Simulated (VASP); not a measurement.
# Sb (R-3m) in VASP: a series of runs, part 2 of 2

VASP 6.6.1. Earlier steps stand in the parts before.

## Step 3: Single point, PBEsol (strain +0.030 along x and y, +0.030 along z)

INCAR reads:

```
ALGO = Normal
EDIFF = 1E-6
ENCUT = 520
GGA = PS
ISIF = 2
ISMEAR = 0
LASPH = True
LCHARG = True
LELF = True
LREAL = False
LVHAR = True
LWAVE = False
NBANDS = 12
NELM = 80
PREC = Accurate
SIGMA = 0.15
```

KPOINTS reads:

```
k-points
0
Gamma
  12 12 12
```

POSCAR reads:

```
Sb
1.0
    2.2151183419      1.2788991710      3.8563200000
   -2.2151183419      1.2788991710      3.8563200000
    0.0000000000     -2.5577983420      3.8563200000
Sb
2
Direct
    0.2336400000      0.2336400000      0.2336400000
    0.7663600000      0.7663600000      0.7663600000
```

Potentials or basis: VASP PAW PBE potentials, release 64 (Sb).

Launch:

```bash
$ cat potpaw_PBE.64/Sb/POTCAR > POTCAR
$ mpirun -np 1 vasp_std > vasp.out
```

OUTCAR:

```text
EDIFF = 1E-6
   ENCUT = 520
   GGA = PS
   ISIF = 2
   ISMEAR = 0
   LASPH = True
   LREAL = False
   NELM = 80
   PREC = Accurate

 ion  position               nearest neighbor table
   1  0.234  0.234  0.234-   2 2.99   2 2.99   2 2.99   2 3.44   2 3.44   2 3.44
   2  0.766  0.766  0.766-   1 2.99   1 2.99   1 2.99   1 3.44   1 3.44   1 3.44

  LATTYP: Found a trigonal (rhomboedric) cell.
 ALAT       =     4.6274762345
 COS(alpha) =     0.5417151843

  Lattice vectors:

 A1 = (   2.2151183419,   1.2788991710,   3.8563200000)
 A2 = (  -2.2151183419,   1.2788991710,   3.8563200000)
 A3 = (   0.0000000000,  -2.5577983420,   3.8563200000)

Analysis of symmetry for initial positions (statically):
=====================================================================
 Subroutine PRICEL returns:
 Original cell was already a primitive cell.

 Routine SETGRP: Setting up the symmetry group for a
 trigonal (rhombohedral) supercell.

 Subroutine GETGRP returns: Found 12 space group operations
 (whereof 12 operations were pure point group operations)
 out of a pool of 12 trial point group operations.

The static configuration has the point symmetry D_3d.

Analysis of symmetry for dynamics (positions and initial velocities):
=====================================================================
 Subroutine PRICEL returns:
 Original cell was already a primitive cell.

 Routine SETGRP: Setting up the symmetry group for a
 trigonal (rhombohedral) supercell.

 Subroutine GETGRP returns: Found 12 space group operations
 (whereof 12 operations were pure point group operations)
 out of a pool of 12 trial point group operations.

The dynamic configuration has the point symmetry D_3d.

 Subroutine INISYM returns: Found 12 space group operations
 (whereof 12 operations are pure point group operations),
 and found     1 'primitive' translations

----------------------------------------------------------------------------------------

                                     Primitive cell

  volume of cell :      65.5477

  direct lattice vectors                    reciprocal lattice vectors
     2.215118342  1.278899171  3.856320000     0.225721575  0.130320412  0.086438193
    -2.215118342  1.278899171  3.856320000    -0.225721575  0.130320412  0.086438193
     0.000000000 -2.557798342  3.856320000     0.000000000 -0.260640824  0.086438193

  length of vectors
     4.627476234  4.627476234  4.627476234     0.274600073  0.274600073  0.274600073

  position of ions in fractional coordinates (direct lattice)
     0.233640000  0.233640000  0.233640000
     0.766360000  0.766360000  0.766360000

  ion indices of the primitive-cell ions
   primitive index   ion index
                 1           1
                 2           2

----------------------------------------------------------------------------------------

 KPOINTS: k-points

Automatic generation of k-mesh.
 Grid dimensions read from file:
 generate k-points for:   12   12   12

 Generating k-lattice:

  Cartesian coordinates                     Fractional coordinates (reciprocal lattice)
     0.018810131  0.010860034  0.007203183     0.083333333  0.000000000 -0.000000000
    -0.018810131  0.010860034  0.007203183     0.000000000  0.083333333 -0.000000000
     0.000000000 -0.021720069  0.007203183    -0.000000000 -0.000000000  0.083333333
[... 40 lines left out ...]
   number of dos      NEDOS =    301   number of ions     NIONS =      2
   total plane-waves  NPLWV =  46656
   dimension x,y,z NGX =    36 NGY =   36 NGZ =   36
   dimension x,y,z NGXF=    72 NGYF=   72 NGZF=   72
   ions per type =               2
   NGX,Y,Z   is equivalent  to a cutoff of  12.93, 12.93, 12.93 a.u.
   NGXF,Y,Z  is equivalent  to a cutoff of  25.87, 25.87, 25.87 a.u.
 SYSTEM =  unknown system
   PREC   = accura    normal or accurate (medium, high low for compatibility)
   ISTART =      0    job   : 0-new  1-cont  2-samecut
   ICHARG =      2    charge: 1-file 2-atom 10-const
   ISPIN  =      1    spin polarized calculation?
   LNONCOLLINEAR =      F non collinear calculations
   LSORBIT =      F    spin-orbit coupling
   LASPH  =      T    aspherical Exc in radial PAW
   ENCUT  =  520.0 eV  38.22 Ry    6.18 a.u.   8.60  8.60  8.60*2*pi/ulx,y,z
   NELM   =     80;   NELMIN=  2; NELMDL= -5     # of ELM steps
   EDIFF  = 0.1E-05   stopping-criterion for ELM
   LREAL  =      F    real-space projection
   EDIFFG = 0.1E-04   stopping-criterion for IOM
   NSW    =      0    number of steps for IOM
   IBRION =     -1    ionic relax: 0-MD 1-quasi-New 2-CG
   NFREE  =      0    steps in history (QN), initial steepest desc. (CG)
   ISIF   =      2    stress and relaxation
   ISYM   =      2    0-nonsym 1-usesym 2-fastsym
   POTIM  = 0.5000    time-step for ionic-motion
   TEBEG  =    0.0;   TEEND  =   0.0 temperature during run
   PSTRESS=    0.0 pullay stress
   NELECT =      10.0000    total number of electrons
   NUPDOWN=      -1.0000    fix difference up-down
   EMIN   =  10.00;   EMAX   =-10.00  energy-range for DOS
   EFERMI =   0.00;   METHOD = LEGACY
   ISMEAR =     0;   SIGMA  =   0.15  broadening in eV -4-tet -1-fermi 0-gaus
   EFERMI_NEDOS =   21; number of points for ismear=-14 and -15
   IALGO  =     38    algorithm
   IMIX   =      4    mixing-type and parameters
     AMIX     =   0.40;   BMIX     =  1.00
     AMIX_MAG =   1.60;   BMIX_MAG =  1.00
  volume/ion in A,a.u.               =      32.77       221.17
  Fermi-wavevector in a.u.,A,eV,Ry     =   0.874760  1.653057 10.411250  0.765205
  Thomas-Fermi vector in A             =   1.994336
   LORBIT       =      0    0 simple, 1 ext, 2 COOP (PROOUT), +10 PAW based schemes
   GGA     = PS    functional components
   LHFCALC =     F    Hartree Fock is set to
   AEXX    =    0.0000 exact exchange contribution
   IVDW    =     0    specifies the selected vdW correction
   LEPSILON=     F    determine dielectric tensor
   LRPA    =     F    only Hartree local field effects (RPA)
 non-spin polarized calculation
 Gauss-broadening in eV      SIGMA  =   0.15
  energy-cutoff  :      520.00
  volume of cell :       65.55
 maximum number of plane-waves:      1785
   NGX = 17   NGY = 17   NGZ = 17

 number of electron      10.0000000 magnetization

 Free energy of the ion-electron system (eV)
  ---------------------------------------------------
  ext. energy  EPLUGINS =         0.00000000
  ---------------------------------------------------
  free energy    TOTEN  =        -9.04834432 eV

  energy without entropy =       -9.04670824  energy(sigma->0) =       -9.04752628

 E-fermi :   6.0609     XC(G=0):  -9.3235

 val. band max:        6.0356737021   @ k =   0.3333   0.1667   0.1667
 cond. band min:       6.0834818188   @ k =   0.4167   0.0833   0.0833
 fundamental gap:      0.0478081167
 Fermi energy:         6.0609158919

 k-point     1 :       0.0000    0.0000    0.0000
  band No.  band energies     occupation
      1      -5.9725      2.00000
      2       0.9270      2.00000
      3       4.3004      2.00000
      4       4.5073      2.00000
      5       4.5073      2.00000
      6       8.1596      0.00000
      7       8.7013      0.00000
      8       8.7013      0.00000
      9      11.2654      0.00000
     10      11.2654      0.00000
     11      11.3634      0.00000
     12      12.8050      0.00000
[... 331 lines left out ...]
 k-point    24 :      -0.4167    0.1667    0.0000
  band No.  band energies     occupation
      1      -3.6953      2.00000
      2      -3.0255      2.00000
      3       2.7472      2.00000
      4       4.0917      2.00000
      5       4.5757      2.00000
      6       7.0705      0.00000
      7       7.2734      0.00000
      8       9.0062      0.00000
      9      12.5524      0.00000
     10      13.0502      0.00000
     11      13.7110      0.00000
     12      15.8853      0.00000

 [... further k-points ...]

------------------------ aborting loop because EDIFF is reached ----------------------------------------

  FORCE on cell =-STRESS in cart. coord.  units (eV):
  Direction    XX          YY          ZZ          XY          YZ          ZX
  --------------------------------------------------------------------------------------
  -------------------------------------------------------------------------------------
  Total       -1.6232783     -1.6232783     -1.4622480     -0.0000000      0.0000000      0.0000000
  in kB      -39.6776575    -39.6776575    -35.7416062     -0.0000000      0.0000000      0.0000000
  external PRESSURE =     -38.3656404 kB  Pullay stress =       0.0000000 kB

 VOLUME and BASIS-vectors are now :
 -----------------------------------------------------------------------------
  energy-cutoff  :      520.00
  volume of cell :       65.55
      direct lattice vectors                 reciprocal lattice vectors
     2.215118342  1.278899171  3.856320000     0.225721575  0.130320412  0.086438193
    -2.215118342  1.278899171  3.856320000    -0.225721575  0.130320412  0.086438193
     0.000000000 -2.557798342  3.856320000     0.000000000 -0.260640824  0.086438193

 POSITION                                       TOTAL-FORCE (eV/Angst)
 -----------------------------------------------------------------------------------
      0.00000      0.00000      2.70297         0.000000      0.000000     -0.209191
      0.00000      0.00000      8.86599         0.000000     -0.000000      0.209191
 -----------------------------------------------------------------------------------
    total drift:                                0.000000     -0.000000      0.000000

  FREE ENERGIE OF THE ION-ELECTRON SYSTEM (eV)
  ---------------------------------------------------
  free  energy   TOTEN  =        -9.0483443182 eV

  energy  without entropy=       -9.0467082375  energy(sigma->0) =       -9.04752628
```

OSZICAR:

```text
N       E                     dE             d eps       ncg     rms          rms(c)
DAV:   1     0.338491991626E+02    0.33849E+02   -0.35247E+03  4536   0.650E+02
DAV:   2    -0.713161928263E+01   -0.40981E+02   -0.39668E+02  5944   0.106E+02
DAV:   3    -0.904406766604E+01   -0.19124E+01   -0.19015E+01  5660   0.253E+01
DAV:   4    -0.906111809145E+01   -0.17050E-01   -0.17049E-01  5176   0.290E+00
DAV:   5    -0.906134853875E+01   -0.23045E-03   -0.23045E-03  5660   0.366E-01    0.253E+00
DAV:   6    -0.905346905624E+01    0.78795E-02   -0.21706E-03  5224   0.270E-01    0.150E+00
DAV:   7    -0.904829731107E+01    0.51717E-02   -0.53761E-03  5288   0.411E-01    0.683E-02
DAV:   8    -0.904833628636E+01   -0.38975E-04   -0.13119E-04  5656   0.729E-02    0.185E-02
DAV:   9    -0.904834467338E+01   -0.83870E-05   -0.14060E-05  5508   0.220E-02    0.331E-03
DAV:  10    -0.904834431820E+01    0.35517E-06   -0.22223E-06  4920   0.762E-03
   1 F= -.90483443E+01 E0= -.90475263E+01  d E =-.163608E-02
```

Run time: 2.8 min. Hardware: 1 thread of Intel Xeon 8259CL, shared host; peak memory 0.29 GiB.

What came out:

* Free energy: -9.0483 eV
* Pressure: -3.8 GPa
* Largest force: 0.209 eV/Å
* Band gap on the k mesh: zero (bands 5 and 6 overlap by 0.16 eV)

Forces in eV/Å, atoms in the order of the input:
```
Sb   0.000  0.000 -0.209
Sb   0.000  0.000  0.209
```

Stress tensor (GPa, compression positive):
```
-3.97  0.00  0.00
 0.00 -3.97  0.00
 0.00  0.00 -3.57
```

Caveat: the cell differs from its parent crystal (strain +0.030 along x and y, +0.030 along z); the cell stands under tension; the PAW data sets were made with another functional, which shifts forces and pressure a little; spin-orbit coupling is left out, which moves the levels of the heavy elements.

## Step 4: Single point, PBEsol (strain -0.030 along x and y, -0.030 along z)

INCAR reads:

```
SYSTEM = Sb
PREC = Accurate
ENCUT = 520
EDIFF = 1E-6
ISMEAR = 0
SIGMA = 0.15
LREAL = .FALSE.
LASPH = .TRUE.
NELM = 80
ALGO = Normal
ISIF = 2
LWAVE = .FALSE.
LCHARG = .FALSE.
GGA = PS
NBANDS = 12
```

KPOINTS reads:

```
regular mesh
0
G
  12 12 12
  0 0 0
```

POSCAR reads:

```
Sb
1.0
    2.0860823220      1.2044001902      3.6316800000
   -2.0860823220      1.2044001902      3.6316800000
    0.0000000000     -2.4088003803      3.6316800000
Sb
2
Direct
    0.2336400000      0.2336400000      0.2336400000
    0.7663600000      0.7663600000      0.7663600000
```

Launch:

```bash
$ cat potpaw_PBE.64/Sb/POTCAR > POTCAR
$ mpirun -np 1 vasp_std > vasp.out
```

Wall time 1.7 min (1 thread of Intel Xeon 8259CL, shared host); peak memory 0.25 GiB.

Results (log left out):

| Quantity | Value |
| --- | --- |
| Free energy | -8.9895 eV |
| Pressure | 7.4 GPa |
| Largest force | 0.786 eV/Å |
| Band gap on the k mesh | zero (bands 5 and 6 overlap by 0.47 eV) |

Forces on the atoms (eV/Å):
```
Sb   0.000  0.000  0.786
Sb   0.000  0.000 -0.786
```

Stress tensor (GPa, compression positive):
```
8.03 0.00 0.00
0.00 8.03 0.00
0.00 0.00 6.17
```

Levels at points of the mesh, in eV from the Fermi level:
| k point | band 2 | band 3 | band 4 | band 5 | band 6 | band 7 | band 8 | band 9 |
| --- | --- | --- | --- | --- | --- | --- | --- | --- |
| (0.00, 0.00, 0.00) | -4.26 | -2.32 | -2.01 | -2.01 | 2.08 | 2.83 | 2.83 | 4.96 |
| (0.50, 0.00, 0.00) | -10.15 | -2.19 | -2.04 | -0.35 | -0.22 | 0.16 | 0.38 | 7.64 |
| (0.50, 0.50, 0.00) | -8.22 | -6.00 | -4.25 | -4.14 | 1.11 | 5.49 | 6.00 | 7.86 |
| (0.50, 0.50, 0.50) | -9.47 | -1.49 | -1.49 | -0.39 | -0.01 | -0.01 | 1.31 | 7.17 |

Caveat: the cell differs from its parent crystal (strain -0.030 along x and y, -0.030 along z); the cell stands under pressure; the PAW data sets were made with another functional, which shifts forces and pressure a little; spin-orbit coupling is left out, which moves the levels of the heavy elements.

## Step 5: Summary

```tsv
cell	gap on the mesh (eV)	pressure (GPa)	largest force (eV/Å)
a = 4.581 Å, angles 57.8°, 2 atoms	none	-3.3	0.11
a = 4.627 Å, angles 57.2°, 2 atoms	none	-3.8	0.21
a = 4.358 Å, angles 57.2°, 2 atoms	none	7.4	0.79
```

Alike in all rows: task single point; level PBEsol; potentials or basis VASP PAW PBE potentials, release 64 (Sb); no spin polarisation; k mesh 12 × 12 × 12; cutoff (eV) 520; smearing gaussian 0.15 eV.

Caveats: the PAW data sets were made with another functional, which shifts forces and pressure a little; spin-orbit coupling is left out, which moves the levels of the heavy elements; the cell stands under tension (at least some runs); the cell stands under pressure (at least some runs).

Total energies depend on the potentials used, so only differences within one code and one set of settings carry meaning.

The gap in the log of VASP goes by the Fermi energy; the results here count the filled bands.